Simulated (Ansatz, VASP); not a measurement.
## LaHg2 in VASP and in Ansatz

```
La Hg
1.0
     4.89099    0.00000    0.00000
    -2.44550    4.23572    0.00000
     0.00000    0.00000    3.59080
La Hg
1 2
Cartesian
  0.0000 0.0000 0.0000
  0.0000 2.8238 1.7954
  2.4455 1.4119 1.7954
```

Change from the starting cell: volume scaled by 0.96, PAW files.

Alike in both runs: task electric field gradients; functional LDA; k mesh 8 × 8 × 9; occupations fermi-dirac, width 0.08 eV; no spin polarisation.

```csv
,VASP,Ansatz
version,VASP 6.6.1,Ansatz 0.2.0
potentials or method,"VASP PAW LDA potentials, release 64 (La, Hg)","PAW with Ansatz's default frozen-core files, scalar-relativistic"
plane-wave cutoff (eV),520,420
valence electrons in the cell,35,51
```

VASP gave:

```
pressure (GPa)                                                : 0.3
traceless stress, the component that is largest in VASP (GPa) : -1.89
size of Vzz on the site where it differs most (V/Å²)          : 333.8
```

Question: Estimate Ansatz's values.

Answer: Pressure (GPa): -0.2; traceless stress, the component that is largest in VASP (GPa): -1.55; size of Vzz on the site where it differs most (V/Å²): 292.6.

LDA's correlation is that of Perdew and Zunger in VASP and of Perdew and Wang (1992) in Ansatz. VASP's potentials hold 35 valence electrons a cell and Ansatz's 51, so a difference there can come from the potentials and not from the codes.

Neither program's run includes spin-orbit coupling.
